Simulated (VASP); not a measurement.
# TiO2 (C2/c) in VASP: notebook

TiO2 is run at these levels: PBEsol; tasks: single point.

Everything below comes from runs of VASP 6.6.1. Logs are shortened: lines on timing, memory, paths and dates and some standing lists are left out, and cuts for length are marked.

## 1. The cell of the first run

The structure is monoclinic, space group C2/c (No. 15). The conventional cell has a = 5.264 Å, b = 5.265 Å, c = 5.322 Å, α = 90.00°, β = 118.77°, γ = 90.00°. Ti (site symmetry 2) has 6 O at 1.88 to 1.95 Å within 2.5 Å. O (site symmetry 1) has 3 Ti at 1.88 to 1.95 Å and 2 O at 2.43 Å within 2.5 Å.

## 2. Single point, PBEsol

INCAR reads:

```
PREC     = Accurate       # precision mode
ENCUT    = 520            # plane-wave cutoff, eV
EDIFF    = 1E-6           # SCF threshold, eV
ISMEAR   = 0              # smearing method
SIGMA    = 0.01           # smearing width, eV
LREAL    = False          # projectors in reciprocal space
LASPH    = True           # aspherical terms in the spheres
NELM     = 100            # most SCF steps
ALGO     = Normal         # electronic algorithm
ISIF     = 2              # what is computed and relaxed
LWAVE    = False          # write WAVECAR
LCHARG   = True           # write CHGCAR
GGA      = PS             # functional
LELF     = True           # ELF
LVHAR    = True         
NBANDS   = 33             # bands
```

KPOINTS reads:

```
Automatic mesh
0
Gamma
  6 6 4
```

POSCAR reads:

```
TiO2
1.0
    2.6318584318     -2.6324624094      0.0000000000
    2.6318584318      2.6324624094      0.0000000000
   -2.5613428241      0.0000000000      4.6651555496
Ti O
2 4
Direct
    0.1341100000      0.8658900000      0.2500000000
    0.8658900000      0.1341100000      0.7500000000
    0.3312210000      0.0887550000      0.6671490000
    0.6687790000      0.9112450000      0.3328510000
    0.9112450000      0.6687790000      0.8328510000
    0.0887550000      0.3312210000      0.1671490000
```

Potentials or basis: VASP PAW PBE potentials, release 64 (Ti_sv, O).

Started as:

```sh
$ cat potpaw_PBE.64/Ti_sv/POTCAR potpaw_PBE.64/O/POTCAR > POTCAR
$ mpirun -np 1 vasp_std > vasp.out
```

OUTCAR:

```text
PREC = Accurate
   ENCUT = 520
   EDIFF = 1E-6
   ISMEAR = 0
   LREAL = False
   LASPH = True
   NELM = 100
   ISIF = 2
   GGA = PS

 ion  position               nearest neighbor table
   1  0.134  0.866  0.250-   4 1.88   6 1.88   6 1.92   4 1.92   3 1.95   5 1.95
   2  0.866  0.134  0.750-   5 1.88   3 1.88   5 1.92   3 1.92   6 1.95   4 1.95
   3  0.331  0.089  0.667-   2 1.88   2 1.92   1 1.95
   4  0.669  0.911  0.333-   1 1.88   1 1.92   2 1.95
   5  0.911  0.669  0.833-   2 1.88   2 1.92   1 1.95
   6  0.089  0.331  0.167-   1 1.88   1 1.92   2 1.95

  LATTYP: Found a base centered monoclinic cell.
 ALAT       =     5.2637168636
 B/A-ratio  =     1.0002294871
 C/A-ratio  =     1.0110809974
 COS(beta)  =    -0.4812705001

  Lattice vectors:

 A1 = (   2.6318584318,  -2.6324624094,   0.0000000000)
 A2 = (   2.6318584318,   2.6324624094,   0.0000000000)
 A3 = (  -2.5613428241,   0.0000000000,   4.6651555496)

Analysis of symmetry for initial positions (statically):
=====================================================================
 Subroutine PRICEL returns:
 Original cell was already a primitive cell.

 Routine SETGRP: Setting up the symmetry group for a
 base centered monoclinic supercell.

 Subroutine GETGRP returns: Found  4 space group operations
 (whereof  2 operations were pure point group operations)
 out of a pool of  4 trial point group operations.

The static configuration has the point symmetry S_2 .
 The point group associated with its full space group is C_2h.

Analysis of symmetry for dynamics (positions and initial velocities):
=====================================================================
 Subroutine PRICEL returns:
 Original cell was already a primitive cell.

 Routine SETGRP: Setting up the symmetry group for a
 base centered monoclinic supercell.

 Subroutine GETGRP returns: Found  4 space group operations
 (whereof  2 operations were pure point group operations)
 out of a pool of  4 trial point group operations.

The dynamic configuration has the point symmetry S_2 .
 The point group associated with its full space group is C_2h.

 Subroutine INISYM returns: Found  4 space group operations
 (whereof  2 operations are pure point group operations),
 and found     1 'primitive' translations

----------------------------------------------------------------------------------------

                                     Primitive cell

  volume of cell :      64.6429

  direct lattice vectors                    reciprocal lattice vectors
     2.631858432 -2.632462409  0.000000000     0.189979823 -0.189936235  0.104305945
     2.631858432  2.632462409  0.000000000     0.189979823  0.189936235  0.104305945
    -2.561342824  0.000000000  4.665155550     0.000000000  0.000000000  0.214355125

  length of vectors
     3.722436990  3.722436990  5.322044096     0.288180216  0.288180216  0.214355125

  position of ions in fractional coordinates (direct lattice)
     0.134110000  0.865890000  0.250000000
     0.865890000  0.134110000  0.750000000
     0.331221000  0.088755000  0.667149000
     0.668779000  0.911245000  0.332851000
     0.911245000  0.668779000  0.832851000
     0.088755000  0.331221000  0.167149000

  ion indices of the primitive-cell ions
   primitive index   ion index
                 1           1
                 2           2
                 3           3
                 4           4
                 5           5
                 6           6

----------------------------------------------------------------------------------------

 KPOINTS: Automatic mesh

Automatic generation of k-mesh.
 Grid dimensions read from file:
 generate k-points for:    6    6    4

 Generating k-lattice:

  Cartesian coordinates                     Fractional coordinates (reciprocal lattice)
     0.031663304 -0.031656039  0.017384324     0.166666667  0.000000000  0.000000000
     0.031663304  0.031656039  0.017384324     0.000000000  0.166666667  0.000000000
     0.000000000  0.000000000  0.053588781     0.000000000  0.000000000  0.250000000

  Length of vectors
     0.048030036  0.048030036  0.053588781

  Shift w.r.t. Gamma in fractional coordinates (k-lattice)
     0.000000000  0.000000000  0.000000000

 Subroutine IBZKPT returns following result:
 ===========================================

 Found     47 irreducible k-points:

 Following reciprocal coordinates:
            Coordinates               Weight
  0.000000  0.000000  0.000000      1.000000
  0.166667  0.000000  0.000000      4.000000
  0.333333  0.000000  0.000000      4.000000
  0.500000  0.000000  0.000000      2.000000
  0.166667  0.166667  0.000000      2.000000
  0.333333  0.166667  0.000000      4.000000
[... 16 lines left out ...]
 -0.333333  0.166667  0.250000      4.000000
 -0.166667  0.166667  0.250000      4.000000
 [... further k-points ...]
   k-points           NKPTS =     47   k-points in BZ     NKDIM =     47   number of bands    NBANDS=     33
   number of dos      NEDOS =    301   number of ions     NIONS =      6
   total plane-waves  NPLWV =  31360
   dimension x,y,z NGX =    28 NGY =   28 NGZ =   40
   dimension x,y,z NGXF=    56 NGYF=   56 NGZF=   80
   ions per type =               2   4
   NGX,Y,Z   is equivalent  to a cutoff of  12.50, 12.50, 12.49 a.u.
   NGXF,Y,Z  is equivalent  to a cutoff of  25.01, 25.01, 24.99 a.u.
 SYSTEM =  unknown system
   PREC   = accura    normal or accurate (medium, high low for compatibility)
   ISTART =      0    job   : 0-new  1-cont  2-samecut
   ICHARG =      2    charge: 1-file 2-atom 10-const
   ISPIN  =      1    spin polarized calculation?
   LNONCOLLINEAR =      F non collinear calculations
   LSORBIT =      F    spin-orbit coupling
   LASPH  =      T    aspherical Exc in radial PAW
   ENCUT  =  520.0 eV  38.22 Ry    6.18 a.u.   6.92  6.92  9.90*2*pi/ulx,y,z
   NELM   =    100;   NELMIN=  2; NELMDL= -5     # of ELM steps
   EDIFF  = 0.1E-05   stopping-criterion for ELM
   LREAL  =      F    real-space projection
   EDIFFG = 0.1E-04   stopping-criterion for IOM
   NSW    =      0    number of steps for IOM
   IBRION =     -1    ionic relax: 0-MD 1-quasi-New 2-CG
   NFREE  =      0    steps in history (QN), initial steepest desc. (CG)
   ISIF   =      2    stress and relaxation
   ISYM   =      2    0-nonsym 1-usesym 2-fastsym
   POTIM  = 0.5000    time-step for ionic-motion
   TEBEG  =    0.0;   TEEND  =   0.0 temperature during run
   PSTRESS=    0.0 pullay stress
   NELECT =      48.0000    total number of electrons
   NUPDOWN=      -1.0000    fix difference up-down
   EMIN   =  10.00;   EMAX   =-10.00  energy-range for DOS
   EFERMI =   0.00;   METHOD = LEGACY
   ISMEAR =     0;   SIGMA  =   0.01  broadening in eV -4-tet -1-fermi 0-gaus
   EFERMI_NEDOS =   21; number of points for ismear=-14 and -15
   IALGO  =     38    algorithm
   IMIX   =      4    mixing-type and parameters
     AMIX     =   0.40;   BMIX     =  1.00
     AMIX_MAG =   1.60;   BMIX_MAG =  1.00
  volume/ion in A,a.u.               =      10.77        72.71
  Fermi-wavevector in a.u.,A,eV,Ry     =   1.482455  2.801434 29.901170  2.197674
  Thomas-Fermi vector in A             =   2.596239
   LORBIT       =      0    0 simple, 1 ext, 2 COOP (PROOUT), +10 PAW based schemes
   GGA     = PS    functional components
   LHFCALC =     F    Hartree Fock is set to
   AEXX    =    0.0000 exact exchange contribution
   IVDW    =     0    specifies the selected vdW correction
   LEPSILON=     F    determine dielectric tensor
   LRPA    =     F    only Hartree local field effects (RPA)
 non-spin polarized calculation
 Gauss-broadening in eV      SIGMA  =   0.01
  energy-cutoff  :      520.00
  volume of cell :       64.64
 maximum number of plane-waves:      1764
   NGX = 13   NGY = 13   NGZ = 19

 number of electron      48.0000002 magnetization

 Free energy of the ion-electron system (eV)
  ---------------------------------------------------
  ext. energy  EPLUGINS =         0.00000000
  ---------------------------------------------------
  free energy    TOTEN  =       -56.08587737 eV

  energy without entropy =      -56.08587737  energy(sigma->0) =      -56.08587737

 E-fermi :   3.8439     XC(G=0): -11.2961

 val. band max:        3.7448888495   @ k =   0.5000   0.5000   0.0000
 cond. band min:       5.9289647669   @ k =   0.0000   0.0000   0.0000
 fundamental gap:      2.1840759174
 Fermi energy:         3.8438678117

 k-point     1 :       0.0000    0.0000    0.0000
  band No.  band energies     occupation
      1     -52.1548      2.00000
      2     -52.0741      2.00000
      3     -28.8341      2.00000
      4     -28.5309      2.00000
      5     -28.5306      2.00000
      6     -28.4433      2.00000
[... 25 lines left out ...]
     32       9.5551      0.00000
     33       9.6005      0.00000

 k-point     2 :       0.1667    0.0000    0.0000
  band No.  band energies     occupation
      1     -52.1498      2.00000
      2     -52.0776      2.00000
      3     -28.8219      2.00000
      4     -28.5740      2.00000
      5     -28.5344      2.00000
      6     -28.4596      2.00000
[... 25 lines left out ...]
     32       9.8279      0.00000
     33      10.2110      0.00000

 k-point     3 :       0.3333    0.0000    0.0000
  band No.  band energies     occupation
      1     -52.1377      2.00000
      2     -52.0867      2.00000
      3     -28.7957      2.00000
      4     -28.6578      2.00000
      5     -28.5410      2.00000
      6     -28.4864      2.00000
[... 25 lines left out ...]
     32      10.1915      0.00000
     33      10.7436      0.00000

 k-point     4 :       0.5000    0.0000    0.0000
  band No.  band energies     occupation
      1     -52.1294      2.00000
      2     -52.0934      2.00000
      3     -28.7770      2.00000
      4     -28.7058      2.00000
      5     -28.5440      2.00000
      6     -28.4926      2.00000
[... 25 lines left out ...]
     32      10.2939      0.00000
     33      10.9176      0.00000

 k-point     5 :       0.1667    0.1667    0.0000
  band No.  band energies     occupation
      1     -52.1422      2.00000
      2     -52.0837      2.00000
      3     -28.7918      2.00000
      4     -28.6062      2.00000
      5     -28.5602      2.00000
      6     -28.4711      2.00000
[... 604 lines left out ...]
 k-point    22 :       0.5000    0.1667    0.2500
  band No.  band energies     occupation
      1     -52.1294      2.00000
      2     -52.0919      2.00000
      3     -28.8160      2.00000
      4     -28.6941      2.00000
      5     -28.5668      2.00000
      6     -28.5184      2.00000
[... 25 lines left out ...]
     32      10.7795      0.00000
     33      11.1111      0.00000

 k-point    23 :      -0.3333    0.1667    0.2500
  band No.  band energies     occupation
      1     -52.1364      2.00000
      2     -52.0863      2.00000
      3     -28.8174      2.00000
      4     -28.6655      2.00000
      5     -28.5664      2.00000
      6     -28.4981      2.00000
[... 25 lines left out ...]
     32      10.8278      0.00000
     33      11.1167      0.00000

 k-point    24 :      -0.1667    0.1667    0.2500
  band No.  band energies     occupation
      1     -52.1378      2.00000
      2     -52.0882      2.00000
      3     -28.7745      2.00000
      4     -28.6127      2.00000
      5     -28.5654      2.00000
      6     -28.4692      2.00000
[... 25 lines left out ...]
     32      10.3904      0.00000
     33      10.6155      0.00000

 [... further k-points ...]

------------------------ aborting loop because EDIFF is reached ----------------------------------------

  FORCE on cell =-STRESS in cart. coord.  units (eV):
  Direction    XX          YY          ZZ          XY          YZ          ZX
  --------------------------------------------------------------------------------------
  -------------------------------------------------------------------------------------
  Total        4.7710818      4.7390235      5.2784526      0.0000000      0.0000000      0.1757542
  in kB      118.2514890    117.4569221    130.8266976      0.0000000      0.0000000      4.3560757
  external PRESSURE =     122.1783696 kB  Pullay stress =       0.0000000 kB

 VOLUME and BASIS-vectors are now :
 -----------------------------------------------------------------------------
  energy-cutoff  :      520.00
  volume of cell :       64.64
      direct lattice vectors                 reciprocal lattice vectors
     2.631858432 -2.632462409  0.000000000     0.189979823 -0.189936235  0.104305945
     2.631858432  2.632462409  0.000000000     0.189979823  0.189936235  0.104305945
    -2.561342824  0.000000000  4.665155550     0.000000000  0.000000000  0.214355125

 POSITION                                       TOTAL-FORCE (eV/Angst)
 -----------------------------------------------------------------------------------
      1.99152      1.92638      1.16629        -0.000000      0.165665      0.000000
      0.71085     -1.92638      3.49887         0.000000     -0.165665      0.000000
     -0.60348     -0.63828      3.11235        -0.065904      0.057071      0.292942
      3.30585      0.63828      1.55280         0.065904     -0.057071     -0.292942
      2.02518     -0.63828      3.88538         0.065904      0.057071     -0.292942
      0.67719      0.63828      0.77978        -0.065904     -0.057071      0.292942
 -----------------------------------------------------------------------------------
    total drift:                               -0.000000      0.000000     -0.000000

  FREE ENERGIE OF THE ION-ELECTRON SYSTEM (eV)
  ---------------------------------------------------
  free  energy   TOTEN  =       -56.0858773678 eV

  energy  without entropy=      -56.0858773678  energy(sigma->0) =      -56.08587737
```

Wall time 82 s (1 thread of Intel Xeon Platinum 8488C (Sapphire Rapids), shared host); peak memory 0.22 GiB.

What came out:

```
Free energy            : -56.0859 eV
Pressure               : 12.2 GPa
Largest force          : 0.306 eV/Å
Band gap on the k mesh : 2.18 eV (least direct gap 2.51 eV)
```

Forces in eV/Å, atoms in the order of the input:
```
Ti   0.000  0.166  0.000
Ti   0.000 -0.166  0.000
O   -0.066  0.057  0.293
O    0.066 -0.057 -0.293
O    0.066  0.057 -0.293
O   -0.066 -0.057  0.293
```

Levels at points of the mesh, in eV from the valence-band top:
```csv
k point,band 21,band 22,band 23,band 24,band 25,band 26,band 27,band 28
"(0.00, 0.00, 0.00)",-0.69,-0.67,-0.52,-0.51,2.18,3.05,4.25,4.26
"(0.50, 0.00, 0.00)",-2.07,-1.05,-0.76,-0.61,3.53,3.72,3.76,4.05
"(0.50, 0.50, 0.00)",-2.36,-2.01,-0.01,0.00,3.58,3.62,3.93,4.31
"(0.00, 0.00, 0.50)",-1.25,-1.25,-0.09,-0.09,2.60,2.60,4.06,4.06
"(0.50, 0.00, 0.50)",-2.00,-1.03,-0.76,-0.62,3.36,3.86,3.87,3.90
"(0.50, 0.50, 0.50)",-2.18,-2.18,-0.02,-0.02,3.61,3.61,4.13,4.13
```

Caveat: the cell stands under pressure; the PAW data sets were made with another functional, which shifts forces and pressure a little.

## 3. Single point, PBEsol

This run uses another cell than the first one, of 11.09 Å³/atom.

INCAR reads:

```
SYSTEM = TiO2
PREC     = Accurate       ! precision mode
ENCUT    = 520            ! plane-wave cutoff, eV
EDIFF    = 1E-6           ! SCF threshold, eV
ISMEAR   = 0              ! smearing method
SIGMA    = 0.01           ! smearing width, eV
LREAL    = .False.        ! projectors in reciprocal space
LASPH    = .True.         ! aspherical terms in the spheres
NELM     = 100            ! most SCF steps
ALGO     = Normal         ! electronic algorithm
ISIF     = 2              ! what is computed and relaxed
LWAVE    = .False.        ! write WAVECAR
LCHARG   = .True.         ! write CHGCAR
GGA      = PS             ! functional
LELF     = .True.         ! ELF
LVHAR    = .True.       
NBANDS   = 33             ! bands
```

KPOINTS reads:

```
Automatic mesh
0
Gamma
  6 6 4
  0 0 0
```

Changes to POSCAR since step 2:

```diff
@@ -2,5 +2,5 @@
 1.0
-    2.6318584318     -2.6324624094      0.0000000000
-    2.6318584318      2.6324624094      0.0000000000
-   -2.5613428241      0.0000000000      4.6651555496
+    2.6570452103     -2.6576549680      0.0000000000
+    2.6570452103      2.6576549680      0.0000000000
+   -2.5858547711      0.0000000000      4.7098008992
 Ti O
```

Potentials or basis: VASP PAW PBE potentials, release 64 (Ti_sv, O).

Started as:

```sh
$ cat potpaw_PBE.64/Ti_sv/POTCAR potpaw_PBE.64/O/POTCAR > POTCAR
$ mpirun -np 1 vasp_std > vasp.out
```

Run time: 85 s. Hardware: 1 thread of Intel Xeon Platinum 8488C (Sapphire Rapids), shared host; peak memory 0.22 GiB.

The run converged. Its results:

```
Free energy            : -56.1877 eV
Pressure               : 4.9 GPa
Largest force          : 0.128 eV/Å
Band gap on the k mesh : 2.13 eV (least direct gap 2.46 eV)
```

Forces on the atoms (eV/Å):
```
Ti   0.000  0.128  0.000
Ti   0.000 -0.128  0.000
O   -0.039  0.023  0.107
O    0.039 -0.023 -0.107
O    0.039  0.023 -0.107
O   -0.039 -0.023  0.107
```

Stress tensor (GPa, compression positive):
```
4.63 0.00 0.14
0.00 4.57 0.00
0.14 0.00 5.52
```

Levels at points of the mesh, in eV from the valence-band top:
| k point | band 20 | band 21 | band 22 | band 23 | band 24 | band 25 | band 26 | band 27 | band 28 | band 29 |
| --- | --- | --- | --- | --- | --- | --- | --- | --- | --- | --- |
| (0.00, 0.00, 0.00) | -0.79 | -0.72 | -0.69 | -0.49 | -0.48 | 2.13 | 2.94 | 4.09 | 4.10 | 4.13 |
| (0.50, 0.00, 0.00) | -2.06 | -2.00 | -1.00 | -0.80 | -0.62 | 3.40 | 3.58 | 3.62 | 3.89 | 4.40 |
| (0.50, 0.50, 0.00) | -2.57 | -2.30 | -1.96 | -0.01 | 0.00 | 3.44 | 3.48 | 3.78 | 4.15 | 5.05 |
| (0.00, 0.00, 0.50) | -1.37 | -1.25 | -1.25 | -0.10 | -0.10 | 2.52 | 2.52 | 3.90 | 3.90 | 4.35 |
| (0.50, 0.00, 0.50) | -2.03 | -1.96 | -0.98 | -0.80 | -0.62 | 3.25 | 3.71 | 3.72 | 3.76 | 4.48 |
| (0.50, 0.50, 0.50) | -2.71 | -2.13 | -2.13 | -0.02 | -0.02 | 3.47 | 3.47 | 3.97 | 3.97 | 5.07 |

Caveat: the cell stands under pressure; the PAW data sets were made with another functional, which shifts forces and pressure a little. A k mesh can miss the band edges.

[end of part 1 of 2]
